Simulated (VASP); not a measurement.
A run of VASP 6.6.1:

Contents of POSCAR:

```
C
1.0
    0.0000000000      1.7800000000      1.7800000000
    1.7800000000      0.0000000000      1.7800000000
    1.7800000000      1.7800000000      0.0000000000
C
2
Direct
    0.0000000000      0.0000000000      0.0000000000
    0.2500000000      0.2500000000      0.2500000000
```

File INCAR.step1:

```
SYSTEM = C
  PREC = Accurate
  ENCUT = 660
  ISMEAR = 0
  SIGMA = 0.1
  LREAL = .False.
  LASPH = .True.
  NELM = 120
  NBANDS = 11
  GGA = PE
  ALGO = Normal
  EDIFF = 1E-5
  LWAVE = .True.
  LCHARG = .False.
  GGA_COMPAT = .False.
```

The input INCAR.step2:

```
SYSTEM = C
  PREC = Accurate
  ENCUT = 660
  EDIFF = 1E-6
  ISMEAR = 0
  SIGMA = 0.1
  LREAL = .False.
  LASPH = .True.
  NELM = 120
  ALGO = Normal
  ISIF = 2
  LWAVE = .False.
  LCHARG = .False.
  METAGGA = R2SCAN
  LMIXTAU = .True.
  NBANDS = 11
  ISTART = 1
  GGA_COMPAT = .False.
```

The input KPOINTS:

```
Automatic mesh
0
Gamma
  8 8 8
  0 0 0
```

Potentials or basis: VASP PAW PBE potentials, release 64 (C).

Run with:

```console
$ cat potpaw_PBE.64/C/POTCAR > POTCAR
$ cp INCAR.step1 INCAR
$ mpirun -np 1 vasp_std > vasp.out
$ cp INCAR.step2 INCAR
$ mpirun -np 1 vasp_std > vasp.out
```

Hardware: 1 thread of Intel Xeon 8259CL, on a shared host.

**Question.** How long does it take, and how much memory?

**Answer.** Run time: 20 s on 1 thread of Intel Xeon 8259CL, on a shared host, peak memory 0.13 GiB. Counts: k points 29.
